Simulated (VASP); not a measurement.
# HC2 in VASP: single point with HSE06

Aim: the single point of HC2 with HSE06.

All numbers are computed with VASP 6.6.1; they aren't measurements. Logs are shortened: lines on timing, memory, paths and dates and some standing lists are left out, and cuts for length are marked.

### Step 1. The cell of the first run

The cell holds a slab with vacuum, 12 atoms: a = 2.513 Å, b = 3.554 Å, c = 19.269 Å, α = 90.00°, β = 90.00°, γ = 90.00°.

### Step 2. Single point, HSE06

Contents of POSCAR:

```
HC2
1.0
    1.7769010000     -1.7769010000      0.0000000000
    0.0000000000      0.0000000000      3.5538030000
  -13.6255070000    -13.6255070000      0.0000000000
C H
8 4
Direct
    0.9957270000      0.9933860000      0.4034810000
    0.9957400000      0.2537450000      0.5965330000
    0.9957490000      0.9979190000      0.5327350000
    0.9957240000      0.2492690000      0.4672830000
    0.4957420000      0.4932940000      0.5965380000
    0.4957610000      0.7492040000      0.5327240000
    0.4956920000      0.4979370000      0.4672610000
    0.4957310000      0.7538030000      0.4034490000
    0.9957260000      0.1646260000      0.3556860000
    0.9957830000      0.0827340000      0.6443570000
    0.4957000000      0.6642560000      0.6443690000
    0.4957020000      0.5830720000      0.3555850000
```

Contents of INCAR.step1:

```
PREC = Accurate
ENCUT = 520
EDIFF = 1E-5
ISMEAR = -1
SIGMA = 0.05
LREAL = F
LASPH = T
NELM = 100
ALGO = Normal
ISIF = 2
LWAVE = T
LCHARG = F
NBANDS = 30
GGA = PE
```

Contents of INCAR.step2:

```
PREC = Accurate
ENCUT = 520
EDIFF = 1E-7
ISMEAR = -1
SIGMA = 0.05
LREAL = F
LASPH = T
NELM = 100
ALGO = Normal
ISIF = 2
LWAVE = F
LCHARG = F
GGA = PE
LHFCALC = T
HFSCREEN = 0.2079
PRECFOCK = Fast
NBANDS = 30
ISTART = 1
```

Contents of KPOINTS:

```
regular mesh
0
Gamma
  4 3 1
```

Potentials or basis: VASP PAW PBE potentials, release 64 (C, H).

The run is started by

```sh
$ cat potpaw_PBE.64/C/POTCAR potpaw_PBE.64/H/POTCAR > POTCAR
$ cp INCAR.step1 INCAR
$ mpirun -np 1 vasp_std > vasp.out
$ cp INCAR.step2 INCAR
$ mpirun -np 1 vasp_std > vasp.out
```

OUTCAR:

```text
PREC = Accurate
   ENCUT = 520
   EDIFF = 1E-7
   ISMEAR = -1
   LREAL = F
   LASPH = T
   NELM = 100
   ISIF = 2
   GGA = PE
   LHFCALC = T
   HFSCREEN = 0.2079
   PRECFOCK = Fast
   ISTART = 1

 ion  position               nearest neighbor table
   1  0.996  0.993  0.403-   9 1.10   8 1.52   8 1.52   4 1.53
   2  0.996  0.254  0.597-  10 1.10   5 1.52   5 1.52   3 1.53
   3  0.996  0.998  0.533-   2 1.53   6 1.54   6 1.54   4 1.55
   4  0.996  0.249  0.467-   1 1.53   7 1.54   7 1.54   3 1.55
   5  0.496  0.493  0.597-  11 1.10   2 1.52   2 1.52   6 1.53
   6  0.496  0.749  0.533-   5 1.53   3 1.54   3 1.54   7 1.55
   7  0.496  0.498  0.467-   8 1.53   4 1.54   4 1.54   6 1.55
   8  0.496  0.754  0.403-  12 1.10   1 1.52   1 1.52   7 1.53
   9  0.996  0.165  0.356-   1 1.10
  10  0.996  0.083  0.644-   2 1.10
  11  0.496  0.664  0.644-   5 1.10
  12  0.496  0.583  0.356-   8 1.10

  LATTYP: Found a simple orthorhombic cell.
 ALAT       =     2.5129174932
 B/A-ratio  =     1.4142139603
 C/A-ratio  =     7.6681295131

  Lattice vectors:

 A1 = (   1.7769010000,  -1.7769010000,   0.0000000000)
 A2 = (   0.0000000000,   0.0000000000,   3.5538030000)
 A3 = ( -13.6255070000, -13.6255070000,   0.0000000000)

Analysis of symmetry for initial positions (statically):
=====================================================================
 Subroutine PRICEL returns:
 Original cell was already a primitive cell.

 Routine SETGRP: Setting up the symmetry group for a
 simple orthorhombic supercell.

 Subroutine GETGRP returns: Found  1 space group operations
 (whereof  1 operations were pure point group operations)
 out of a pool of  8 trial point group operations.

The static configuration has the point symmetry C_1 .

Analysis of symmetry for dynamics (positions and initial velocities):
=====================================================================
 Subroutine PRICEL returns:
 Original cell was already a primitive cell.

 Routine SETGRP: Setting up the symmetry group for a
 simple orthorhombic supercell.

 Subroutine GETGRP returns: Found  1 space group operations
 (whereof  1 operations were pure point group operations)
 out of a pool of  8 trial point group operations.

The dynamic configuration has the point symmetry C_1 .

 Subroutine INISYM returns: Found  1 space group operations
 (whereof  1 operations are pure point group operations),
 and found     1 'primitive' translations

----------------------------------------------------------------------------------------

                                     Primitive cell

  volume of cell :     172.0835

  direct lattice vectors                    reciprocal lattice vectors
     1.776901000 -1.776901000  0.000000000     0.281388777 -0.281388777  0.000000000
     0.000000000  0.000000000  3.553803000     0.000000000  0.000000000  0.281388698
   -13.625507000-13.625507000  0.000000000    -0.036695882 -0.036695882  0.000000000

  length of vectors
     2.512917493  3.553803000 19.269376794     0.397943825  0.281388698  0.051895814

  position of ions in fractional coordinates (direct lattice)
     0.995727000  0.993386000  0.403481000
     0.995740000  0.253745000  0.596533000
     0.995749000  0.997919000  0.532735000
     0.995724000  0.249269000  0.467283000
     0.495742000  0.493294000  0.596538000
     0.495761000  0.749204000  0.532724000
     0.495692000  0.497937000  0.467261000
     0.495731000  0.753803000  0.403449000
     0.995726000  0.164626000  0.355686000
     0.995783000  0.082734000  0.644357000
     0.495700000  0.664256000  0.644369000
     0.495702000  0.583072000  0.355585000

  ion indices of the primitive-cell ions
   primitive index   ion index
                 1           1
                 2           2
                 3           3
                 4           4
                 5           5
                 6           6
                 7           7
                 8           8
                 9           9
                10          10
                11          11
                12          12

----------------------------------------------------------------------------------------

 KPOINTS: regular mesh

Automatic generation of k-mesh.
 Grid dimensions read from file:
 generate k-points for:    4    3    1

 Generating k-lattice:

  Cartesian coordinates                     Fractional coordinates (reciprocal lattice)
     0.070347194 -0.070347194  0.000000000     0.250000000  0.000000000  0.000000000
     0.000000000  0.000000000  0.093796233     0.000000000  0.333333333  0.000000000
    -0.036695882 -0.036695882  0.000000000     0.000000000  0.000000000  1.000000000

  Length of vectors
     0.099485956  0.093796233  0.051895814

  Shift w.r.t. Gamma in fractional coordinates (k-lattice)
     0.000000000  0.000000000  0.000000000

 Subroutine IBZKPT returns following result:
 ===========================================

 Found      7 irreducible k-points:

 Following reciprocal coordinates:
            Coordinates               Weight
  0.000000  0.000000  0.000000      1.000000
  0.250000  0.000000  0.000000      2.000000
  0.500000  0.000000  0.000000      1.000000
  0.000000  0.333333  0.000000      2.000000
  0.250000  0.333333  0.000000      2.000000
  0.250000 -0.333333  0.000000      2.000000
  0.500000  0.333333  0.000000      2.000000
   k-points           NKPTS =      7   k-points in BZ     NKDIM =     12   number of bands    NBANDS=     30
   number of dos      NEDOS =    301   number of ions     NIONS =     12
   total plane-waves  NPLWV =  80640
   dimension x,y,z NGX =    20 NGY =   28 NGZ =  144
   dimension x,y,z NGXF=    40 NGYF=   56 NGZF=  288
   ions per type =               8   4
   NGX,Y,Z   is equivalent  to a cutoff of  13.23, 13.10, 12.42 a.u.
   NGXF,Y,Z  is equivalent  to a cutoff of  26.46, 26.20, 24.85 a.u.
 SYSTEM =  unknown system
   PREC   = accura    normal or accurate (medium, high low for compatibility)
   ISTART =      1    job   : 0-new  1-cont  2-samecut
   ICHARG =      0    charge: 1-file 2-atom 10-const
   ISPIN  =      1    spin polarized calculation?
   LNONCOLLINEAR =      F non collinear calculations
   LSORBIT =      F    spin-orbit coupling
   LASPH  =      T    aspherical Exc in radial PAW
   ENCUT  =  520.0 eV  38.22 Ry    6.18 a.u.   4.67  6.61 35.83*2*pi/ulx,y,z
   NELM   =    100;   NELMIN=  2; NELMDL=  0     # of ELM steps
   EDIFF  = 0.1E-06   stopping-criterion for ELM
   LREAL  =      F    real-space projection
   EDIFFG = 0.1E-05   stopping-criterion for IOM
   NSW    =      0    number of steps for IOM
   IBRION =     -1    ionic relax: 0-MD 1-quasi-New 2-CG
   NFREE  =      0    steps in history (QN), initial steepest desc. (CG)
   ISIF   =      2    stress and relaxation
   ISYM   =      3    0-nonsym 1-usesym 2-fastsym
   POTIM  = 0.5000    time-step for ionic-motion
   TEBEG  =    0.0;   TEEND  =   0.0 temperature during run
   PSTRESS=    0.0 pullay stress
   NELECT =      36.0000    total number of electrons
   NUPDOWN=      -1.0000    fix difference up-down
   EMIN   =  10.00;   EMAX   =-10.00  energy-range for DOS
   EFERMI =   0.00;   METHOD = LEGACY
   ISMEAR =    -1;   SIGMA  =   0.05  broadening in eV -4-tet -1-fermi 0-gaus
   EFERMI_NEDOS =   21; number of points for ismear=-14 and -15
   IALGO  =     38    algorithm
   IMIX   =      1    mixing-type and parameters
     AMIX     =   0.40;   BMIX     =  1.00
     AMIX_MAG =   1.60;   BMIX_MAG =  1.00
  volume/ion in A,a.u.               =      14.34        96.77
  Fermi-wavevector in a.u.,A,eV,Ry     =   0.971843  1.836516 12.850403  0.944478
  Thomas-Fermi vector in A             =   2.102093
   LORBIT       =      0    0 simple, 1 ext, 2 COOP (PROOUT), +10 PAW based schemes
   GGA     = PE    functional components
   LHFCALC =     T    Hartree Fock is set to
   PRECFOCK=fast      Normal, Fast or Accurate (Low or Medium for compatibility)
   ENCUT4O =  -1.0   cutoff for four orbital integrals eV
   NKREDX  =     1    reduce k-point grid by
   NKREDY  =     1    reduce k-point grid by
   NKREDZ  =     1    reduce k-point grid by
   AEXX    =    0.2500 exact exchange contribution
   HFSCREEN=    0.2079 screening length (either q_TF or 0.3 A-1)
   HFSCREENC=   0.2079 screening length for correlation (either q_TF or 0.3 A-1)
   ENCUTFOCK=  -1.0 apply spherical cutoff to Coloumb kernel
   IVDW    =     0    specifies the selected vdW correction
   LEPSILON=     F    determine dielectric tensor
   LRPA    =     F    only Hartree local field effects (RPA)
 non-spin polarized calculation
  energy-cutoff  :      520.00
  volume of cell :      172.08
 maximum number of plane-waves:      4666
 NGX is ok and might be reduce to    20
  NGX = 12; NGY = 16; NGZ = 96

 number of electron      36.0000003 magnetization

 Free energy of the ion-electron system (eV)
  ---------------------------------------------------
  ext. energy  EPLUGINS =         0.00000000
  ---------------------------------------------------
  free energy    TOTEN  =      -100.68346777 eV

  energy without entropy =     -100.68346777  energy(sigma->0) =     -100.68346777

 E-fermi :   0.6444     XC(G=0):  -4.2517

 val. band max:       -0.5169118547   @ k =   0.0000   0.0000   0.0000
 cond. band min:       2.6557420032   @ k =   0.0000   0.0000   0.0000
 fundamental gap:      3.1726538579
 Fermi energy:         0.6443518679

 k-point     1 :       0.0000    0.0000    0.0000
  band No.  band energies     occupation
      1     -22.7586      2.00000
      2     -20.4932      2.00000
      3     -17.2275      2.00000
      4     -14.3907      2.00000
      5     -13.3133      2.00000
      6     -11.2717      2.00000
[... 22 lines left out ...]
     29       8.9233      0.00000
     30       8.9907      0.00000

 k-point     2 :       0.2500    0.0000    0.0000
  band No.  band energies     occupation
      1     -21.5157      2.00000
      2     -19.2758      2.00000
      3     -16.0455      2.00000
      4     -13.5759      2.00000
      5     -13.2596      2.00000
      6     -11.5624      2.00000
[... 22 lines left out ...]
     29      10.4422      0.00000
     30      11.0971      0.00000

 k-point     3 :       0.5000    0.0000    0.0000
  band No.  band energies     occupation
      1     -17.9204      2.00000
      2     -17.9195      2.00000
      3     -15.7645      2.00000
      4     -15.7634      2.00000
      5     -12.6360      2.00000
      6     -12.6353      2.00000
[... 22 lines left out ...]
     29      10.2617      0.00000
     30      10.2633      0.00000

 k-point     4 :       0.0000    0.3333    0.0000
  band No.  band energies     occupation
      1     -21.6679      2.00000
      2     -19.5720      2.00000
      3     -18.3928      2.00000
      4     -17.4020      2.00000
      5     -13.8056      2.00000
      6     -12.0968      2.00000
[... 22 lines left out ...]
     29       9.1571      0.00000
     30       9.2276      0.00000

 k-point     5 :       0.2500    0.3333    0.0000
  band No.  band energies     occupation
      1     -20.4448      2.00000
      2     -18.3834      2.00000
      3     -17.2814      2.00000
      4     -16.2801      2.00000
      5     -12.8546      2.00000
      6     -11.2286      2.00000
[... 22 lines left out ...]
     29      10.0783      0.00000
     30      10.4358      0.00000

 k-point     6 :       0.2500   -0.3333    0.0000
  band No.  band energies     occupation
      1     -20.4448      2.00000
      2     -18.3834      2.00000
      3     -17.2814      2.00000
      4     -16.2801      2.00000
      5     -12.8546      2.00000
      6     -11.2287      2.00000
[... 22 lines left out ...]
     29      10.0783      0.00000
     30      10.4365      0.00000

 k-point     7 :       0.5000    0.3333    0.0000
  band No.  band energies     occupation
      1     -17.0753      2.00000
      2     -17.0742      2.00000
      3     -15.0867      2.00000
      4     -15.0856      2.00000
      5     -12.9709      2.00000
      6     -12.9702      2.00000
[... 22 lines left out ...]
     29      11.1243      0.00000
     30      11.1258      0.00000

------------------------ aborting loop because EDIFF is reached ----------------------------------------

  FORCE on cell =-STRESS in cart. coord.  units (eV):
  Direction    XX          YY          ZZ          XY          YZ          ZX
  --------------------------------------------------------------------------------------
  -------------------------------------------------------------------------------------
  Total        0.2816173      0.2788018      3.6812264     -1.9719013     -0.0091602     -0.0073435
  in kB        2.6219876      2.5957743     34.2739268    -18.3593163     -0.0852857     -0.0683711
  external PRESSURE =      13.1638962 kB  Pullay stress =       0.0000000 kB

 VOLUME and BASIS-vectors are now :
 -----------------------------------------------------------------------------
  energy-cutoff  :      520.00
  volume of cell :      172.08
      direct lattice vectors                 reciprocal lattice vectors
     1.776901000 -1.776901000  0.000000000     0.281388777 -0.281388777  0.000000000
     0.000000000  0.000000000  3.553803000     0.000000000  0.000000000  0.281388698
   -13.625507000-13.625507000  0.000000000    -0.036695882 -0.036695882  0.000000000

 POSITION                                       TOTAL-FORCE (eV/Angst)
 -----------------------------------------------------------------------------------
     -3.72832     -7.26694      3.53030         0.175954      0.175514      0.135876
     -6.35873     -9.89740      0.90176        -0.175069     -0.175944     -0.132623
     -5.48944     -9.02813      3.54641         0.007278      0.007267     -0.028159
     -4.59766     -8.13627      0.88585        -0.002753     -0.000325      0.018131
     -7.24725     -9.00902      1.75307        -0.169215     -0.168886      0.135518
     -6.37772     -8.13955      2.66252         0.000281      0.003733      0.030364
     -5.48587     -7.24746      1.76957        -0.003873     -0.009806     -0.028693
     -4.61633     -6.37806      2.67887         0.168356      0.170131     -0.125223
     -3.07710     -6.61571      0.58505        -0.213294     -0.213249     -0.254578
     -7.01028    -10.54910      0.29402         0.214394      0.215151      0.251180
     -7.89904     -9.66066      2.36063         0.216654      0.215736     -0.250472
     -3.96421     -5.72584      2.07212        -0.218712     -0.219322      0.248678
 -----------------------------------------------------------------------------------
    total drift:                                0.000575     -0.000592     -0.000258

  FREE ENERGIE OF THE ION-ELECTRON SYSTEM (eV)
  ---------------------------------------------------
  free  energy   TOTEN  =      -100.6834677718 eV

  energy  without entropy=     -100.6834677718  energy(sigma->0) =     -100.68346777
```

It took 14 min on 1 thread of Intel Xeon 8259CL, shared host; peak memory 0.39 GiB.

Results:

- Free energy: -100.6835 eV
- Largest force: 0.397 eV/Å
- Band gap on the k mesh: 3.17 eV

Forces in eV/Å, atoms in the order of the input:
```
C    0.176  0.176  0.136
C   -0.175 -0.176 -0.133
C    0.007  0.007 -0.028
C   -0.003  0.000  0.018
C   -0.169 -0.169  0.136
C    0.000  0.004  0.030
C   -0.004 -0.010 -0.029
C    0.168  0.170 -0.125
H   -0.213 -0.213 -0.255
H    0.214  0.215  0.251
H    0.217  0.216 -0.250
H   -0.219 -0.219  0.249
```

Levels at points of the mesh, in eV from the valence-band top:
| k point | band 15 | band 16 | band 17 | band 18 | band 19 | band 20 | band 21 | band 22 |
| --- | --- | --- | --- | --- | --- | --- | --- | --- |
| (0.00, 0.00, 0.00) | -1.75 | -1.33 | -0.62 | 0.00 | 3.17 | 3.38 | 4.37 | 5.23 |
| (0.50, 0.00, 0.00) | -6.12 | -6.12 | -3.92 | -3.92 | 7.25 | 7.25 | 7.50 | 7.50 |

Caveat: the k points lie up to 0.63 Å⁻¹ apart; there is no dipole correction, which matters where the two faces differ; the PAW data sets were made with another functional, which shifts forces and pressure a little.
